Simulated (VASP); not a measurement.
Set up this calculation in VASP 6.6.1, as the native input.

```
Task                   : single point
Functional             : LDA
Potentials or basis    : VASP PAW LDA potentials, release 64 (Te, Ge_d, Sb)
Cutoff                 : 520 eV
k mesh                 : 10 × 10 × 2
Occupations            : gaussian, width 0.03 eV
Spin                   : no spin polarisation
Dipole correction      : no
Further INCAR settings : ALGO = Normal; EDIFF = 1e-06; NBANDS = 44
```

The structure of Ge2Sb2Te5 lies in POSCAR:

```
Ge2Sb2Te5
1.0
    4.1958986577      0.0000000000      0.0000000000
   -2.0979493289      3.6337548293      0.0000000000
    0.0000000000      0.0000000000     16.6749877478
Te Ge Sb
5 2 2
Direct
    0.0000000000      0.0000000000      0.0000000000
    0.6666666667      0.3333333333      0.1991323343
    0.3333333333      0.6666666667      0.4212213191
    0.6666666667      0.3333333333      0.5787786809
    0.3333333333      0.6666666667      0.8008676657
    0.3333333333      0.6666666667      0.1006735209
    0.6666666667      0.3333333333      0.8993264791
    0.0000000000      0.0000000000      0.3183056123
    0.0000000000      0.0000000000      0.6816943877
```

One way to write it, as run:

INCAR

```
PREC     = Accurate       # precision mode
ENCUT    = 520            # plane-wave cutoff, eV
EDIFF    = 1E-6           # SCF threshold, eV
ISMEAR   = 0              # smearing method
SIGMA    = 0.03           # smearing width, eV
LREAL    = False          # projectors in reciprocal space
LASPH    = True           # aspherical terms in the spheres
NELM     = 60             # most SCF steps
ALGO     = Normal         # electronic algorithm
ISIF     = 2              # what is computed and relaxed
LWAVE    = False          # write WAVECAR
LCHARG   = True           # write CHGCAR
GGA      = CA             # functional
LELF     = True           # ELF
LVHAR    = True         
NBANDS   = 44             # bands
```

KPOINTS

```
Automatic mesh
0
Gamma
  10 10 2
```

Potentials or basis: VASP PAW LDA potentials, release 64 (Te, Ge_d, Sb).

The run is started by

```sh
$ cat potpaw_LDA.64/Te/POTCAR potpaw_LDA.64/Ge_d/POTCAR potpaw_LDA.64/Sb/POTCAR > POTCAR
$ mpirun -np 1 vasp_std > vasp.out
```

Results of the run:

The pressure is 0.2 GPa and the largest force is 0.056 eV/Å. The band gap on the k mesh is 0.03 eV, direct.

Caveat: spin-orbit coupling is left out, which moves the levels of the heavy elements.

Wall time 15 min on 1 thread of Intel Xeon 8259CL, on a shared host, peak memory 0.46 GiB.
